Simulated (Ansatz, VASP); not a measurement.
## CO2 in VASP and in Ansatz

INCAR

```
PREC = Accurate
ENCUT = 1340
EDIFF = 1E-6
ISMEAR = -1
SIGMA = 0.02
LREAL = F
LASPH = T
NELM = 120
ALGO = Normal
ISIF = 2
LWAVE = F
LCHARG = F
GGA = PE
NBANDS = 25
GGA_COMPAT = F
```

Contents of KPOINTS:

```
regular mesh
0
Gamma
  10 10 10
```

Contents of POSCAR:

```
CO2
1.0
   -1.9022282532      1.9022282532      2.8875102868
    1.9022282532     -1.9022282532      2.8875102868
    1.9022282532      1.9022282532     -2.8875102868
C O
2 4
Direct
    0.0000000000      0.0000000000      0.0000000000
    0.7500000000      0.2500000000      0.5000000000
    0.3750000000      0.3043005097      0.4293005097
    0.6956994903      0.1250000000      0.0706994903
    0.8750000000      0.9456994903      0.5706994903
    0.0543005097      0.6250000000      0.9293005097
```

Input for Ansatz:

```yaml
crystal:
  lattice:
    - [-1.9022282532, 1.9022282532, 2.8875102868]
    - [1.9022282532, -1.9022282532, 2.8875102868]
    - [1.9022282532, 1.9022282532, -2.8875102868]
  atoms:
    - { symbol: C, position: [0.0, 0.0, 0.0] }
    - { symbol: C, position: [0.75, 0.25, 0.5] }
    - { symbol: O, position: [0.375, 0.3043005097, 0.4293005097] }
    - { symbol: O, position: [0.6956994903, 0.125, 0.0706994903] }
    - { symbol: O, position: [0.875, 0.9456994903, 0.5706994903] }
    - { symbol: O, position: [0.0543005097, 0.625, 0.9293005097] }
kpoints:
  mp_grid: { grid: [10, 10, 10] }
  band_path:
    path:
      - [0.0, 0.0, 0.0]
      - [0.0, 0.0, 0.5]
      - [0.25, 0.25, 0.25]
      - [0.0, 0.5, 0.0]
      - [0.5, 0.5, -0.5]
      - [0.3584971135, 0.6415028865, -0.3584971135]
      - [-0.3584971135, 0.3584971135, 0.3584971135]
      - [-0.216994227, 0.216994227, 0.5]
      - [0.5, 0.5, -0.216994227]
    npoints: 1
hamiltonian:
  xc: pbe
scf:
  occupations: { method: fermi_dirac, width: 0.02 }
  n_extra_bands: 5
output:
  forces: true
  stress: true
  eigenvalues: true
  write_density: true
  write_potential: true
  elf: true
  volumetric_format: npy
```

Change from the starting cell: hydrostatic strain -2.7%.

Alike in both runs: task single point; functional PBE; k mesh 10 × 10 × 10; occupations fermi-dirac, width 0.02 eV; no spin polarisation.

```csv
,VASP,Ansatz
version,VASP 6.6.1,Ansatz 0.2.0
potentials or method,"VASP PAW PBE potentials, release 64 (C_h, O_h)","plane waves, PAW"
plane-wave cutoff (eV),1340,420
valence electrons in the cell,32,32
```

```tsv
	VASP	Ansatz	Ansatz less VASP
gap on the k mesh at the Fermi level (eV)	7.80	7.82	+0.016
pressure (GPa)	23.6	24.0	+0.37
traceless stress, the component that is largest in VASP (GPa)	2.29	2.35	+0.060
rms of the force components (eV/Å)	0.141	0.138	-0.0025
```

Atom by atom the forces differ by 0.002 eV/Å (rms over components).
